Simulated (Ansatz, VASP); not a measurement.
# Se in VASP and in Ansatz

File INCAR:

```
SYSTEM = Se
ALGO = Normal ; EDIFF = 1E-6
ENCUT = 520 ; GGA = CA
ISIF = 2 ; ISMEAR = -1
LASPH = .TRUE. ; LCHARG = .FALSE.
LREAL = .FALSE. ; LWAVE = .FALSE.
NBANDS = 16 ; NELM = 100
PREC = Accurate ; SIGMA = 0.05
```

File KPOINTS:

```
k-points
0
G
  9 9 6
  0 0 0
```

The input POSCAR:

```
Se
1.0
    4.0561908348      0.0000000000      0.0000000000
   -2.0280954174      3.5127643055      0.0000000000
    0.0000000000      0.0000000000      5.2535917252
Se
3
Direct
    0.2543546525      1.0000000000      0.3333333333
    1.0000000000      0.2543546525      0.6666666667
    0.7456453475      0.7456453475      1.0000000000
```

Input for Ansatz:

```yaml
crystal:
  lattice:
    - [4.0561908348, 0.0, 0.0]
    - [-2.0280954174, 3.5127643055, 0.0]
    - [0.0, 0.0, 5.2535917252]
  atoms:
    - { symbol: Se, position: [0.2543546525, 1.0, 0.3333333333] }
    - { symbol: Se, position: [1.0, 0.2543546525, 0.6666666667] }
    - { symbol: Se, position: [0.7456453475, 0.7456453475, 1.0] }
hamiltonian:
  xc: lda
  pseudopotentials:
    kind: paw
    azcp:
      Se: "pseudopotentials/Se.paw.azcp"
basis:
  ecutwfc: 420
  fft_grid_basis: typed
kpoints:
  mp_grid: { grid: [9, 9, 6], shift: [0, 0, 0] }
magnetization:
  spin_polarized: false
scf:
  occupations: { method: fermi_dirac, width: 0.05 }
output:
  stress: true
```

Alike in both runs: task single point; functional LDA; k mesh 9 × 9 × 6; occupations fermi-dirac, width 0.05 eV; no spin polarisation.

|  | VASP | Ansatz |
| --- | --- | --- |
| version | VASP 6.6.1 | Ansatz 0.2.0 |
| potentials or method | VASP PAW LDA potentials, release 64 (Se), cutoff 520 eV | plane waves (420 eV) with PAW, scalar-relativistic |
| valence electrons in the cell | 18 | 48 |

Ansatz gave:

* pressure (GPa): -4.9
* traceless stress, the component that is largest in VASP (GPa): -1.46

**Question.** Which values does VASP return?

**Answer.** Pressure (GPa): -4.7; traceless stress, the component that is largest in VASP (GPa): -1.40.

Ansatz warns that its potentials were made for another functional, while VASP's fit it. LDA's correlation is that of Perdew and Zunger in VASP and of Perdew and Wang (1992) in Ansatz. VASP's potentials hold 18 valence electrons a cell and Ansatz's 48, so a difference there can come from the potentials and not from the codes.
